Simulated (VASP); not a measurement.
# InSe in VASP: single point with PBE+D3(BJ)

Aim: the single point of InSe with PBE+D3(BJ).

Everything below comes from runs of VASP 6.6.1. Logs are shortened: lines on timing, memory, paths and dates and some standing lists are left out, and cuts for length are marked.

### 1 The cell of the first run

The cell holds a slab with vacuum, 8 atoms: a = 4.027 Å, b = 4.027 Å, c = 28.271 Å, α = 90.00°, β = 90.00°, γ = 120.00°.

### 2 Single point, PBE+D3(BJ) (layers slid over each other, then relaxed in part)

INCAR reads:

```
SYSTEM = InSe
ALGO = Normal
DIPOL = 0.5 0.5 0.406
EDIFF = 1E-6
ENCUT = 520
GGA = PE
IDIPOL = 3
ISIF = 2
ISMEAR = 0
IVDW = 12
LASPH = .True.
LCHARG = .False.
LDIPOL = .True.
LREAL = .False.
LWAVE = .False.
NBANDS = 48
NELM = 80
PREC = Accurate
SIGMA = 0.05
```

KPOINTS reads:

```
k-points
0
Gamma
  9 9 1
  0 0 0
```

POSCAR reads:

```
InSe
1.0
    4.0266404825      0.0000000000      0.0000000000
   -2.0133202413      3.4871729498      0.0000000000
    0.0000000000      0.0000000000     28.2710567674
Se In
4 4
Direct
    0.0000000000      0.0000000000      0.1591733920
    0.0000000000      0.0000000000      0.3494868785
    0.1111111111      0.4444444444      0.4623500206
    0.1111111111      0.4444444444      0.6526955138
    0.6666666667      0.3333333333      0.2049603255
    0.6666666667      0.3333333333      0.3037919054
    0.7777777778      0.7777777778      0.5080629534
    0.7777777778      0.7777777778      0.6068982956
```

Potentials or basis: VASP PAW PBE potentials, release 64 (Se, In_d).

Command:

```
cat potpaw_PBE.64/Se/POTCAR potpaw_PBE.64/In_d/POTCAR > POTCAR
mpirun -np 1 vasp_std > vasp.out
```

OUTCAR:

```text
SYSTEM = InSe
   EDIFF = 1E-6
   ENCUT = 520
   GGA = PE
   ISIF = 2
   ISMEAR = 0
   IVDW = 12
   LASPH = .True.
   LREAL = .False.
   NELM = 80
   PREC = Accurate
 IVDW          = 12

 ion  position               nearest neighbor table
   1  0.000  0.000  0.159-   5 2.66   5 2.66   5 2.66
   2  0.000  0.000  0.349-   6 2.66   6 2.66   6 2.66
   3  0.111  0.444  0.462-   7 2.66   7 2.66   7 2.66
   4  0.111  0.444  0.653-   8 2.66   8 2.66   8 2.66
   5  0.667  0.333  0.205-   1 2.66   1 2.66   1 2.66   6 2.79
   6  0.667  0.333  0.304-   2 2.66   2 2.66   2 2.66   5 2.79
   7  0.778  0.778  0.508-   3 2.66   3 2.66   3 2.66   8 2.79
   8  0.778  0.778  0.607-   4 2.66   4 2.66   4 2.66   7 2.79

  LATTYP: Found a hexagonal cell.
 ALAT       =     4.0266404825
 C/A-ratio  =     7.0210034619

  Lattice vectors:

 A1 = (   4.0266404825,   0.0000000000,   0.0000000000)
 A2 = (  -2.0133202413,   3.4871729498,   0.0000000000)
 A3 = (   0.0000000000,   0.0000000000,  28.2710567674)

Analysis of symmetry for initial positions (statically):
=====================================================================
 Subroutine PRICEL returns:
 Original cell was already a primitive cell.

 Routine SETGRP: Setting up the symmetry group for a
 hexagonal supercell.

 Subroutine GETGRP returns: Found  1 space group operations
 (whereof  1 operations were pure point group operations)
 out of a pool of 24 trial point group operations.

The static configuration has the point symmetry C_1 .

Analysis of symmetry for dynamics (positions and initial velocities):
=====================================================================
 Subroutine PRICEL returns:
 Original cell was already a primitive cell.

 Routine SETGRP: Setting up the symmetry group for a
 hexagonal supercell.

 Subroutine GETGRP returns: Found  1 space group operations
 (whereof  1 operations were pure point group operations)
 out of a pool of 24 trial point group operations.

The dynamic configuration has the point symmetry C_1 .

 Subroutine INISYM returns: Found  1 space group operations
 (whereof  1 operations are pure point group operations),
 and found     1 'primitive' translations

----------------------------------------------------------------------------------------

                                     Primitive cell

  volume of cell :     396.9706

  direct lattice vectors                    reciprocal lattice vectors
     4.026640483  0.000000000  0.000000000     0.248345986  0.143382622  0.000000000
    -2.013320241  3.487172950  0.000000000     0.000000000  0.286765243  0.000000000
     0.000000000  0.000000000 28.271056767     0.000000000  0.000000000  0.035371865

  length of vectors
     4.026640483  4.026640483 28.271056767     0.286765243  0.286765243  0.035371865

  position of ions in fractional coordinates (direct lattice)
     0.000000000  0.000000000  0.159173392
     0.000000000  0.000000000  0.349486879
     0.111111111  0.444444444  0.462350021
     0.111111111  0.444444444  0.652695514
     0.666666667  0.333333333  0.204960325
     0.666666667  0.333333333  0.303791905
     0.777777778  0.777777778  0.508062953
     0.777777778  0.777777778  0.606898296

  ion indices of the primitive-cell ions
   primitive index   ion index
                 1           1
                 2           2
                 3           3
                 4           4
                 5           5
                 6           6
                 7           7
                 8           8

----------------------------------------------------------------------------------------

 KPOINTS: k-points

Automatic generation of k-mesh.
 Grid dimensions read from file:
 generate k-points for:    9    9    1

 Generating k-lattice:

  Cartesian coordinates                     Fractional coordinates (reciprocal lattice)
     0.027593998  0.015931402  0.000000000     0.111111111  0.000000000  0.000000000
     0.000000000  0.031862805  0.000000000     0.000000000  0.111111111  0.000000000
     0.000000000  0.000000000  0.035371865     0.000000000  0.000000000  1.000000000

  Length of vectors
     0.031862805  0.031862805  0.035371865

  Shift w.r.t. Gamma in fractional coordinates (k-lattice)
     0.000000000  0.000000000  0.000000000

 Subroutine IBZKPT returns following result:
 ===========================================

 Found     41 irreducible k-points:

 Following reciprocal coordinates:
            Coordinates               Weight
  0.000000  0.000000  0.000000      1.000000
  0.111111  0.000000  0.000000      2.000000
  0.000000  0.111111  0.000000      2.000000
 -0.111111  0.111111  0.000000      2.000000
  0.222222  0.000000  0.000000      2.000000
  0.000000  0.222222  0.000000      2.000000
[... 16 lines left out ...]
  0.333333  0.111111  0.000000      2.000000
 -0.111111  0.444444  0.000000      2.000000
 [... further k-points ...]
   k-points           NKPTS =     41   k-points in BZ     NKDIM =     41   number of bands    NBANDS=     48
   number of dos      NEDOS =    301   number of ions     NIONS =      8
   total plane-waves  NPLWV = 189000
   dimension x,y,z NGX =    30 NGY =   30 NGZ =  210
   dimension x,y,z NGXF=    60 NGYF=   60 NGZF=  420
   ions per type =               4   4
   NGX,Y,Z   is equivalent  to a cutoff of  12.39, 12.39, 12.35 a.u.
   NGXF,Y,Z  is equivalent  to a cutoff of  24.77, 24.77, 24.70 a.u.
 SYSTEM =  InSe
   PREC   = accura    normal or accurate (medium, high low for compatibility)
   ISTART =      0    job   : 0-new  1-cont  2-samecut
   ICHARG =      2    charge: 1-file 2-atom 10-const
   ISPIN  =      1    spin polarized calculation?
   LNONCOLLINEAR =      F non collinear calculations
   LSORBIT =      F    spin-orbit coupling
   LASPH  =      T    aspherical Exc in radial PAW
   ENCUT  =  520.0 eV  38.22 Ry    6.18 a.u.   7.49  7.49 52.57*2*pi/ulx,y,z
   NELM   =     80;   NELMIN=  2; NELMDL= -5     # of ELM steps
   EDIFF  = 0.1E-05   stopping-criterion for ELM
   LREAL  =      F    real-space projection
   EDIFFG = 0.1E-04   stopping-criterion for IOM
   NSW    =      0    number of steps for IOM
   IBRION =     -1    ionic relax: 0-MD 1-quasi-New 2-CG
   NFREE  =      0    steps in history (QN), initial steepest desc. (CG)
   ISIF   =      2    stress and relaxation
   ISYM   =      2    0-nonsym 1-usesym 2-fastsym
   POTIM  = 0.5000    time-step for ionic-motion
   TEBEG  =    0.0;   TEEND  =   0.0 temperature during run
   PSTRESS=    0.0 pullay stress
   NELECT =      76.0000    total number of electrons
   NUPDOWN=      -1.0000    fix difference up-down
   EMIN   =  10.00;   EMAX   =-10.00  energy-range for DOS
   EFERMI =   0.00;   METHOD = LEGACY
   ISMEAR =     0;   SIGMA  =   0.05  broadening in eV -4-tet -1-fermi 0-gaus
   EFERMI_NEDOS =   21; number of points for ismear=-14 and -15
   IALGO  =     38    algorithm
   IMIX   =      4    mixing-type and parameters
     AMIX     =   0.40;   BMIX     =  1.00
     AMIX_MAG =   1.60;   BMIX_MAG =  1.00
  volume/ion in A,a.u.               =      49.62       334.86
  Fermi-wavevector in a.u.,A,eV,Ry     =   0.943539  1.783030 12.112805  0.890266
  Thomas-Fermi vector in A             =   2.071256
   LORBIT       =      0    0 simple, 1 ext, 2 COOP (PROOUT), +10 PAW based schemes
   GGA     = PE    functional components
   LHFCALC =     F    Hartree Fock is set to
   AEXX    =    0.0000 exact exchange contribution
   IVDW    =    12    specifies the selected vdW correction
   LEPSILON=     F    determine dielectric tensor
   LRPA    =     F    only Hartree local field effects (RPA)
 non-spin polarized calculation
 Gauss-broadening in eV      SIGMA  =   0.05
  energy-cutoff  :      520.00
  volume of cell :      396.97
 maximum number of plane-waves:     10749
 NGX is ok and might be reduce to    30
   NGX = 15   NGY = 15   NGZ =105

 dipolmoment           0.000000      0.000000      0.000411 electrons x Angstroem

 number of electron      75.9999999 magnetization

 dipolmoment           0.000000      0.000000     -0.000100 electrons x Angstroem

 Free energy of the ion-electron system (eV)
  ---------------------------------------------------
  ext. energy  EPLUGINS =         0.00000000
  ---------------------------------------------------
  free energy    TOTEN  =       -28.36228076 eV

  energy without entropy =      -28.36228076  energy(sigma->0) =      -28.36228076

 E-fermi :   0.1010     XC(G=0):  -5.6477

 val. band max:       -0.1556265526   @ k =   0.1111   0.0000   0.0000
 cond. band min:       0.9217726312   @ k =   0.0000   0.0000   0.0000
 fundamental gap:      1.0773991838
 Fermi energy:         0.1009974731

 k-point     1 :       0.0000    0.0000    0.0000
  band No.  band energies     occupation
      1     -14.5205      2.00000
      2     -14.5188      2.00000
      3     -14.3376      2.00000
      4     -14.3367      2.00000
      5     -14.3361      2.00000
      6     -14.3347      2.00000
[... 40 lines left out ...]
     47       5.0418      0.00000
     48       5.1950      0.00000

 k-point     2 :       0.1111    0.0000    0.0000
  band No.  band energies     occupation
      1     -14.5201      2.00000
      2     -14.5183      2.00000
      3     -14.3786      2.00000
      4     -14.3752      2.00000
      5     -14.3352      2.00000
      6     -14.3331      2.00000
[... 40 lines left out ...]
     47       5.1069      0.00000
     48       5.1650      0.00000

 k-point     3 :       0.0000    0.1111    0.0000
  band No.  band energies     occupation
      1     -14.5200      2.00000
      2     -14.5183      2.00000
      3     -14.3784      2.00000
      4     -14.3745      2.00000
      5     -14.3350      2.00000
      6     -14.3343      2.00000
[... 40 lines left out ...]
     47       5.0946      0.00000
     48       5.1928      0.00000

 k-point     4 :      -0.1111    0.1111    0.0000
  band No.  band energies     occupation
      1     -14.5200      2.00000
      2     -14.5183      2.00000
      3     -14.3781      2.00000
      4     -14.3750      2.00000
      5     -14.3357      2.00000
      6     -14.3332      2.00000
[... 958 lines left out ...]
     47       4.6380      0.00000
     48       4.7150      0.00000

 k-point    23 :       0.3333    0.1111    0.0000
  band No.  band energies     occupation
      1     -14.6168      2.00000
      2     -14.6081      2.00000
      3     -14.5087      2.00000
      4     -14.5023      2.00000
      5     -14.4644      2.00000
      6     -14.4625      2.00000
[... 40 lines left out ...]
     47       4.5243      0.00000
     48       4.5667      0.00000

 k-point    24 :      -0.1111    0.4444    0.0000
  band No.  band energies     occupation
      1     -14.6143      2.00000
      2     -14.6092      2.00000
      3     -14.5072      2.00000
      4     -14.5032      2.00000
      5     -14.4645      2.00000
      6     -14.4627      2.00000
[... 40 lines left out ...]
     47       4.4946      0.00000
     48       4.5803      0.00000

 [... further k-points ...]

------------------------ aborting loop because EDIFF is reached ----------------------------------------

 vacuum level on the upper side and lower side of the slab       (xc-potential included)        -0.132        -0.131

 Edisp (eV)   -2.04316

 E8    (eV) :    -0.9582

  FORCE on cell =-STRESS in cart. coord.  units (eV):
  Direction    XX          YY          ZZ          XY          YZ          ZX
  --------------------------------------------------------------------------------------
  -------------------------------------------------------------------------------------
  Total      -0.01099     0.16024     0.03358    -0.08132     0.24996    -0.05162
  in kB      -0.04436     0.64674     0.13551    -0.32820     1.00883    -0.20833
  external pressure =        0.25 kB  Pullay stress =        0.00 kB

 VOLUME and BASIS-vectors are now :
 -----------------------------------------------------------------------------
  energy-cutoff  :      520.00
  volume of cell :      396.97
      direct lattice vectors                 reciprocal lattice vectors
     4.026640483  0.000000000  0.000000000     0.248345986  0.143382622  0.000000000
    -2.013320241  3.487172950  0.000000000     0.000000000  0.286765243  0.000000000
     0.000000000  0.000000000 28.271056767     0.000000000  0.000000000  0.035371865

 POSITION                                       TOTAL-FORCE (eV/Angst)
 -----------------------------------------------------------------------------------
      0.00000      0.00000      4.50000        -0.000403     -0.002143     -0.017235
      0.00000      0.00000      9.88036         0.008091     -0.072621      0.016837
     -0.44740      1.54985     13.07112        -0.019079      0.061226     -0.016055
     -0.44740      1.54985     18.45239        -0.000909      0.000761      0.015084
      2.01332      1.16239      5.79444        -0.000388     -0.005545      0.014888
      2.01332      1.16239      8.58852         0.006536      0.013055     -0.015061
      1.56592      2.71225     14.36348         0.008288      0.002654      0.015175
      1.56592      2.71225     17.15766        -0.002136      0.002614     -0.013633
 -----------------------------------------------------------------------------------
    total drift:                                0.000192      0.000222      0.000146

  FREE ENERGIE OF THE ION-ELECTRON SYSTEM (eV)
  ---------------------------------------------------
  free  energy   TOTEN  =       -30.4054397671 eV

  energy  without entropy=      -30.4054397671  energy(sigma->0) =      -30.40543977

 vacuum level on the upper side and lower side of the slab         5.392         5.394
```

Run time: 32 min. Hardware: 1 thread of Oxide Virtual Turin-like, shared host; peak memory 0.8 GiB.

Results:

```yaml
Free_energy: -30.4054 eV
Largest_force: 0.075 eV/Å
Band_gap_on_the_k_mesh: 1.08 eV (least direct gap 1.13 eV)
Dispersion_energy_per_atom: -0.255 eV
```

Forces on the atoms (eV/Å):
```
Se   0.000 -0.002 -0.017
Se   0.008 -0.073  0.017
Se  -0.019  0.061 -0.016
Se  -0.001  0.001  0.015
In   0.000 -0.006  0.015
In   0.007  0.013 -0.015
In   0.008  0.003  0.015
In  -0.002  0.003 -0.014
```

Caveat: the cell differs from its parent crystal (layers slid over each other, then relaxed in part); spin-orbit coupling is left out, which moves the levels of the heavy elements.
